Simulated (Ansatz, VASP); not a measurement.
**C in VASP and in Ansatz**

File INCAR:

```
SYSTEM = C
PREC = Accurate ; ENCUT = 520
EDIFF = 1E-6 ; ISMEAR = 0
SIGMA = 0.05 ; LREAL = .False.
LASPH = .True. ; NELM = 80
ALGO = Normal ; ISIF = 2
LWAVE = .False. ; LCHARG = .False.
GGA = PE ; NBANDS = 11
```

The input KPOINTS:

```
Automatic mesh
0
Gamma
  12 12 12
  0 0 0
```

File POSCAR:

```
C
1.0
    0.0000000000      1.8582682837      1.7285611575
    1.8582682837      0.0000000000      1.7285611575
    1.8582682837      1.8582682837      0.0000000000
C
2
Direct
    0.5000000000      0.5000000000      0.5000000000
    0.7500000000      0.7500000000      0.7500000000
```

Input for Ansatz:

```yaml
crystal:
  lattice:
    - [0.0, 1.8582682837, 1.7285611575]
    - [1.8582682837, 0.0, 1.7285611575]
    - [1.8582682837, 1.8582682837, 0.0]
  atoms:
    - { symbol: C, position: [0.5, 0.5, 0.5] }
    - { symbol: C, position: [0.75, 0.75, 0.75] }
basis:
  ecutwfc: 520.0
kpoints:
  mp_grid: { grid: [12, 12, 12] }
hamiltonian:
  xc: pbe
  pseudopotentials: { kind: paw, azcp: { folder: soft_1 } }
scf:
  occupations: { method: gaussian, width: 0.05 }
output:
  forces: true
  stress: true
  eigenvalues: true
```

Alike in both runs: task single point; functional PBE; k mesh 12 × 12 × 12; occupations gaussian, width 0.05 eV; no spin polarisation.

```csv
,VASP,Ansatz
version,VASP 6.6.1,Ansatz 0.2.0
potentials or method,"VASP PAW PBE potentials, release 64 (C), cutoff 520 eV","scalar-relativistic, plane waves, PAW"
valence electrons in the cell,8,8
```

```tsv
	VASP	Ansatz	Ansatz less VASP
gap on the k mesh at the Fermi level (eV)	2.33	2.33	+0.007
least direct gap on the mesh (eV)	4.27	4.27	+0.003
pressure (GPa)	-18.0	-18.5	-0.45
traceless stress, the component that is largest in VASP (GPa)	39.25	39.24	-0.005
```
